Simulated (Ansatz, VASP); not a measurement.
# KZnF3: VASP beside Ansatz

```
Zn K F
1.0
     4.07682    0.00000    0.00000
     0.00000    4.07682    0.00000
     0.00000    0.00000    4.07682
Zn K F
1 1 3
Cartesian
  2.0384 2.0384 2.0384
  0.0000 0.0000 0.0000
  2.0384 0.0000 2.0384
  0.0000 2.0384 2.0384
  2.0384 2.0384 0.0000
```

Alike in both runs: task single point; functional r2SCAN; k mesh 7 × 7 × 7; occupations fermi-dirac, width 0.05 eV; no spin polarisation.

|  | VASP | Ansatz |
| --- | --- | --- |
| version | VASP 6.6.1 | Ansatz 0.2.0 |
| potentials or method | VASP PAW PBE potentials, release 64 (Zn, K_sv, F) | Ansatz PAW |
| plane-wave cutoff (eV) | 520 | 500 |
| valence electrons in the cell | 42 | 42 |

Ansatz gave:

| Property | Result |
| --- | --- |
| gap on the k mesh at the Fermi level (eV) | 4.69 |
| least direct gap on the mesh (eV) | 6.41 |
| pressure (GPa) | -1.8 |

**Question.** Which values does VASP return?

**Answer.** gap on the k mesh at the Fermi level (eV): 4.64; least direct gap on the mesh (eV): 6.39; pressure (GPa): -1.6.

VASP's potentials were made for PBE, not for r2SCAN.

Noted on Ansatz's run: odd divisions of the mesh miss points on the zone boundary, where band edges often lie, so the gap on the mesh can be too wide.
